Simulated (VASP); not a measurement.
## CO2: single point with PBE

Crystal: CO2.

```
CELL_PARAMETERS angstrom
6.05774 0.00000 -0.45433
0.00000 6.05774 0.00000
-0.45433 0.00000 6.30005
ATOMIC_POSITIONS crystal
C 0.00000 0.00000 0.00000
C 0.50000 0.00000 0.50000
C 0.50000 0.50000 0.00000
C 0.00000 0.50000 0.50000
O 0.11148 0.11148 0.11148
O 0.38852 0.88852 0.61148
O 0.61148 0.38852 0.88852
O 0.88852 0.61148 0.38852
O 0.88852 0.88852 0.88852
O 0.61148 0.11148 0.38852
O 0.38852 0.61148 0.11148
O 0.11148 0.38852 0.61148
```

This cell differs from its parent crystal: engineering shear strain xz -0.1500, normal strain along z +0.0400.

```json
{
  "Program": "VASP 6.6.1",
  "Task": "single point",
  "Functional": "PBE",
  "Potentials or basis": "VASP PAW PBE potentials, release 64 (C, O)",
  "Cutoff": "520 eV",
  "k mesh": "4 × 4 × 4",
  "Occupations": "gaussian, width 0.05 eV",
  "Spin": "no spin polarisation"
}
```

| Property | Result |
| --- | --- |
| Pressure | -0.5 GPa |
| Largest force | 5.881 eV/Å |
| Band gap on the k mesh | 6.33 eV |

Forces in eV/Å, atoms in the order of the input:
```
C    0.000  0.000  0.000
C    0.000  0.000  0.000
C    0.000  0.000  0.000
C    0.000  0.000  0.000
O    3.242  3.524  3.414
O    3.230  3.013 -3.399
O   -3.230  3.013  3.399
O   -3.242  3.524 -3.414
O   -3.242 -3.524 -3.414
O   -3.230 -3.013  3.399
O    3.230 -3.013 -3.399
O    3.242 -3.524  3.414
```

Stress tensor (GPa, compression positive):
```
-0.98  0.00 12.99
 0.00  0.74  0.00
12.99  0.00 -1.17
```

Levels at points of the mesh, in eV from the valence-band top:
```
           k point  band 28  band 29  band 30  band 31  band 32  band 33  band 34  band 35  band 36  band 37
(0.00, 0.00, 0.00)    -0.22    -0.20    -0.08    -0.03     0.00     6.33     7.07     7.10     7.32     7.36
(0.50, 0.00, 0.00)    -0.28    -0.20    -0.16    -0.12    -0.02     7.03     7.14     7.28     7.29     7.38
(0.00, 0.50, 0.00)    -0.31    -0.14    -0.14    -0.06    -0.06     7.14     7.14     7.23     7.23     7.59
(0.50, 0.50, 0.00)    -0.29    -0.15    -0.15    -0.11    -0.11     7.14     7.14     7.20     7.20     8.19
(0.00, 0.00, 0.50)    -0.31    -0.16    -0.16    -0.06    -0.06     7.16     7.16     7.21     7.21     7.50
(0.50, 0.00, 0.50)    -0.30    -0.14    -0.14    -0.10    -0.10     7.16     7.16     7.17     7.17     8.13
(0.00, 0.50, 0.50)    -0.28    -0.16    -0.16    -0.11    -0.11     7.02     7.02     7.39     7.39     7.99
(0.50, 0.50, 0.50)    -0.31    -0.15    -0.15    -0.10    -0.10     7.05     7.05     7.37     7.37     8.28
```

Wall time 3.7 min on 1 thread of Intel(R) Xeon(R) Platinum 8259CL CPU @ 2.50GHz (Skylake/Cascade Lake) (shared host), peak memory 0.44 GiB.

Caveat: the cell differs from its parent crystal (engineering shear strain xz -0.1500, normal strain along z +0.0400); this functional lacks dispersion, which holds the molecules together, so the pressure and a relaxed volume are unreliable; forces of over 1 eV/Å act on the atoms, so gaps and moduli don't describe the material at rest. A k mesh can miss the band edges.
